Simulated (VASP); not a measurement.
# Sc8H in VASP: a series of runs, part 3 of 3

VASP 6.6.1. The steps go on from the part before.

### 6 Single point, PBE

The input, INCAR:

```
PREC     = Accurate       # precision mode
ENCUT    = 520            # plane-wave cutoff, eV
EDIFF    = 1E-7           # SCF threshold, eV
ISMEAR   = 0              # smearing method
SIGMA    = 0.1            # smearing width, eV
LREAL    = F              # projectors in reciprocal space
LASPH    = T              # aspherical terms in the spheres
NELM     = 80             # most SCF steps
ALGO     = Normal         # electronic algorithm
ISIF     = 2              # what is computed and relaxed
LWAVE    = F              # write WAVECAR
LCHARG   = F              # write CHGCAR
LDIPOL   = T            
IDIPOL   = 3            
DIPOL    = 0.5 0.5 0.317
GGA      = PE             # functional
NBANDS   = 54             # bands
```

The input, KPOINTS:

```
Automatic mesh
0
Gamma
  4 5 1
```

The input, POSCAR:

```
Sc8H
1.0
    6.6389479791      0.0000000000      0.0000000000
    0.0000000000      5.1626219083      0.0000000000
    0.0000000000      0.0000000000     19.1132872497
Sc H
8 1
Direct
    0.0000000000      0.7500000000      0.2092784955
    0.5000000000      0.7500000000      0.2092784955
    0.2500000000      0.2500000000      0.2594137541
    0.7500000000      0.2500000000      0.2594137541
    0.2500000000      0.7500000000      0.3452852846
    0.7500000000      0.7500000000      0.3452852846
    0.0000000000      0.2500000000      0.3983243254
    0.5000000000      0.2500000000      0.3983243254
    0.2500000000      0.5000000000      0.4288163117
```

Potentials or basis: VASP PAW PBE potentials, release 64 (Sc_sv, H).

Command:

```
cat potpaw_PBE.64/Sc_sv/POTCAR potpaw_PBE.64/H/POTCAR > POTCAR
mpirun -np 1 vasp_std > vasp.out
```

OUTCAR:

```text
PREC = Accurate
   ENCUT = 520
   EDIFF = 1E-7
   ISMEAR = 0
   LREAL = F
   LASPH = T
   NELM = 80
   ISIF = 2
   GGA = PE

 ion  position               nearest neighbor table
   1  0.000  0.750  0.209-   5 3.08   6 3.08   3 3.21   4 3.21   3 3.21   4 3.21   2 3.32   2 3.32

   2  0.500  0.750  0.209-   5 3.08   6 3.08   3 3.21   4 3.21   3 3.21   4 3.21   1 3.32   1 3.32

   3  0.250  0.250  0.259-   5 3.06   5 3.06   8 3.13   7 3.13   1 3.21   1 3.21   2 3.21   2 3.21
                             4 3.32   4 3.32
   4  0.750  0.250  0.259-   6 3.06   6 3.06   8 3.13   7 3.13   1 3.21   1 3.21   2 3.21   2 3.21
                             3 3.32   3 3.32
   5  0.250  0.750  0.345-   9 2.05   3 3.06   3 3.06   2 3.08   1 3.08   7 3.23   8 3.23   7 3.23
                             8 3.23   6 3.32   6 3.32
   6  0.750  0.750  0.345-   4 3.06   4 3.06   1 3.08   2 3.08   8 3.23   7 3.23   7 3.23   8 3.23
                             5 3.32   5 3.32
   7  0.000  0.250  0.398-   3 3.13   4 3.13   5 3.23   6 3.23   5 3.23   6 3.23   8 3.32   8 3.32

   8  0.500  0.250  0.398-   3 3.13   4 3.13   5 3.23   6 3.23   5 3.23   6 3.23   7 3.32   7 3.32

[... 709 lines left out ...]
     53      -0.2469      0.00000
     54      -0.2281      0.00000

------------------------ aborting loop because EDIFF is reached ----------------------------------------

 vacuum level on the upper side and lower side of the slab       (xc-potential included)        -0.202        -0.109

  FORCE on cell =-STRESS in cart. coord.  units (eV):
  Direction    XX          YY          ZZ          XY          YZ          ZX
  --------------------------------------------------------------------------------------
  -------------------------------------------------------------------------------------
  Total       -0.6376997     -3.4003873      1.4054210      0.0000000      0.1899276      0.0000000
  in kB       -1.5596308     -8.3163737      3.4372574      0.0000000      0.4645084      0.0000000
  external PRESSURE =      -2.1462491 kB  Pullay stress =       0.0000000 kB

 VOLUME and BASIS-vectors are now :
 -----------------------------------------------------------------------------
  energy-cutoff  :      520.00
  volume of cell :      655.10
      direct lattice vectors                 reciprocal lattice vectors
     6.638947979  0.000000000  0.000000000     0.150626274  0.000000000  0.000000000
     0.000000000  5.162621908  0.000000000     0.000000000  0.193700026  0.000000000
     0.000000000  0.000000000 19.113287250     0.000000000  0.000000000  0.052319624

 POSITION                                       TOTAL-FORCE (eV/Angst)
 -----------------------------------------------------------------------------------
      0.00000      3.87197      4.00000        -0.090237     -0.036099     -0.268268
      3.31947      3.87197      4.00000         0.090237     -0.036099     -0.268268
      1.65974      1.29066      4.95825         0.000000     -0.018077     -0.041755
      4.97921      1.29066      4.95825         0.000000      0.030665      0.126021
      1.65974      3.87197      6.59954         0.000000     -0.208100      0.318755
      4.97921      3.87197      6.59954         0.000000      0.050375     -0.106399
      0.00000      1.29066      7.61329         0.619657      0.278257      0.120297
      3.31947      1.29066      7.61329        -0.619657      0.278257      0.120297
      1.65974      2.58131      8.19609         0.000000     -0.339178     -0.000681
 -----------------------------------------------------------------------------------
    total drift:                               -0.000000     -0.000023      0.000236

  FREE ENERGIE OF THE ION-ELECTRON SYSTEM (eV)
  ---------------------------------------------------
  free  energy   TOTEN  =       -49.3531863784 eV

  energy  without entropy=      -49.2945269684  energy(sigma->0) =      -49.32385667

 vacuum level on the upper side and lower side of the slab         2.079         2.179
```

stdout:

```text
POSCAR found type information on POSCAR ScH
 POSCAR found :  2 types and       9 ions
 scaLAPACK will be used
 LDA part: xc-table for (Slater+PW92), standard interpolation
 POSCAR, INCAR and KPOINTS ok, starting setup
 FFT: planning ... GRIDC
 FFT: planning ... GRID_SOFT
 FFT: planning ... GRID
 WAVECAR not read
 entering main loop
```

Run time: 8.9 min. Hardware: 1 thread of Intel Xeon 6975P-C (Granite Rapids), shared host; peak memory 0.7 GiB.

What came out:

| Item | Value |
| --- | --- |
| Free energy | -49.3532 eV |
| Largest force | 0.690 eV/Å |
| Band gap on the k mesh | zero (an odd number of electrons rules out a gap without spin polarisation) |

Forces on the atoms (eV/Å):
```
Sc  -0.090 -0.036 -0.268
Sc   0.090 -0.036 -0.268
Sc   0.000 -0.018 -0.042
Sc   0.000  0.031  0.126
Sc   0.000 -0.208  0.319
Sc   0.000  0.050 -0.106
Sc   0.620  0.278  0.120
Sc  -0.620  0.278  0.120
H    0.000 -0.339 -0.001
```

Levels at points of the mesh, in eV from the Fermi level:
| k point | band 43 | band 44 | band 45 | band 46 | band 47 | band 48 |
| --- | --- | --- | --- | --- | --- | --- |
| (0.00, 0.00, 0.00) | -0.37 | -0.27 | -0.15 | -0.04 | 0.25 | 0.32 |
| (0.50, 0.00, 0.00) | -0.35 | -0.20 | -0.06 | 0.30 | 0.38 | 0.43 |

### 7 Single point, PBE

The input, INCAR:

```
  PREC = Accurate
  ENCUT = 520
  EDIFF = 1E-7
  ISMEAR = 0
  SIGMA = 0.1
  LREAL = F
  LASPH = T
  NELM = 60
  ALGO = Normal
  ISIF = 2
  LWAVE = F
  LCHARG = T
  LDIPOL = T
  IDIPOL = 3
  DIPOL = 0.5 0.5 0.324
  GGA = PE
  LELF = T
  LVHAR = T
  LVACPOTAV = T
  NBANDS = 54
```

KPOINTS is that of step 6.

POSCAR: that of step 6 with these lines changed.

```diff
@@ -16,2 +16,2 @@
     0.5000000000      0.2500000000      0.3983243254
-    0.2500000000      0.5000000000      0.4288163117
+    0.0000000000      0.3750000000      0.4913371461
```

Potentials or basis: VASP PAW PBE potentials, release 64 (Sc_sv, H).

Command:

```
cat potpaw_PBE.64/Sc_sv/POTCAR potpaw_PBE.64/H/POTCAR > POTCAR
mpirun -np 1 vasp_std > vasp.out
```

OUTCAR:

```text
PREC = Accurate
   ENCUT = 520
   EDIFF = 1E-7
   ISMEAR = 0
   LREAL = F
   LASPH = T
   NELM = 60
   ISIF = 2
   GGA = PE

 ion  position               nearest neighbor table
   1  0.000  0.750  0.209-   5 3.08   6 3.08   3 3.21   4 3.21   3 3.21   4 3.21   2 3.32   2 3.32

   2  0.500  0.750  0.209-   5 3.08   6 3.08   3 3.21   4 3.21   3 3.21   4 3.21   1 3.32   1 3.32

   3  0.250  0.250  0.259-   5 3.06   5 3.06   8 3.13   7 3.13   1 3.21   1 3.21   2 3.21   2 3.21
                             4 3.32   4 3.32
   4  0.750  0.250  0.259-   6 3.06   6 3.06   8 3.13   7 3.13   1 3.21   1 3.21   2 3.21   2 3.21
[... 727 lines left out ...]
  external PRESSURE =      -0.3895483 kB  Pullay stress =       0.0000000 kB

 VOLUME and BASIS-vectors are now :
 -----------------------------------------------------------------------------
  energy-cutoff  :      520.00
  volume of cell :      655.10
      direct lattice vectors                 reciprocal lattice vectors
     6.638947979  0.000000000  0.000000000     0.150626274  0.000000000  0.000000000
     0.000000000  5.162621908  0.000000000     0.000000000  0.193700026  0.000000000
     0.000000000  0.000000000 19.113287250     0.000000000  0.000000000  0.052319624

 POSITION                                       TOTAL-FORCE (eV/Angst)
 -----------------------------------------------------------------------------------
      0.00000      3.87197      4.00000         0.000000     -0.012052     -0.040762
      3.31947      3.87197      4.00000         0.000000     -0.005847     -0.190852
      1.65974      1.29066      4.95825         0.068255      0.004564      0.203101
      4.97921      1.29066      4.95825        -0.068255      0.004564      0.203101
      1.65974      3.87197      6.59954         0.201354     -0.091847     -0.147181
      4.97921      3.87197      6.59954        -0.201354     -0.091847     -0.147181
      0.00000      1.29066      7.61329         0.000000      0.019379     -0.018160
      3.31947      1.29066      7.61329         0.000000      0.004592      0.124445
      0.00000      1.93598      9.39107         0.000000      0.168496      0.013490
 -----------------------------------------------------------------------------------
    total drift:                                0.000000     -0.000066      0.001316

  FREE ENERGIE OF THE ION-ELECTRON SYSTEM (eV)
  ---------------------------------------------------
  free  energy   TOTEN  =       -48.2249404029 eV

  energy  without entropy=      -48.1479292615  energy(sigma->0) =      -48.18643483

 vacuum level on the upper side and lower side of the slab         2.988         1.956
```

Wall time 9.6 min (1 thread of Intel Xeon 6975P-C (Granite Rapids), shared host); peak memory 0.69 GiB.

What came out:

```
Free energy            : -48.2249 eV
Largest force          : 0.266 eV/Å
Band gap on the k mesh : zero (an odd number of electrons rules out a gap without spin polarisation)
```

Forces on the atoms (eV/Å):
```
Sc   0.000 -0.012 -0.041
Sc   0.000 -0.006 -0.191
Sc   0.068  0.005  0.203
Sc  -0.068  0.005  0.203
Sc   0.201 -0.092 -0.147
Sc  -0.201 -0.092 -0.147
Sc   0.000  0.019 -0.018
Sc   0.000  0.005  0.124
H    0.000  0.168  0.013
```

Levels at points of the mesh, in eV from the Fermi level:
```csv
k point,band 41,band 42,band 43,band 44,band 45,band 46,band 47,band 48,band 49,band 50
"(0.00, 0.00, 0.00)",-0.54,-0.51,-0.35,-0.28,-0.16,0.00,0.19,0.50,0.59,0.74
"(0.50, 0.00, 0.00)",-0.55,-0.45,-0.43,-0.18,-0.04,0.29,0.33,0.42,0.43,0.64
```

### 8 The runs side by side

```csv
cell,gap on the mesh (eV),largest force (eV/Å)
"as given, atomic positions A",none,0.72
"as given, atomic positions B",none,0.84
"as given, atomic positions C",none,0.52
"as given, atomic positions D",none,0.70
"as given, atomic positions E",none,0.69
"as given, atomic positions F",none,0.27
```

Alike in all rows: task single point; level PBE; potentials or basis VASP PAW PBE potentials, release 64 (Sc_sv, H); no spin polarisation; k mesh 4 × 5 × 1; cutoff (eV) 520; smearing gaussian 0.1 eV.

Absolute energies hang on the potentials; compare differences alone.
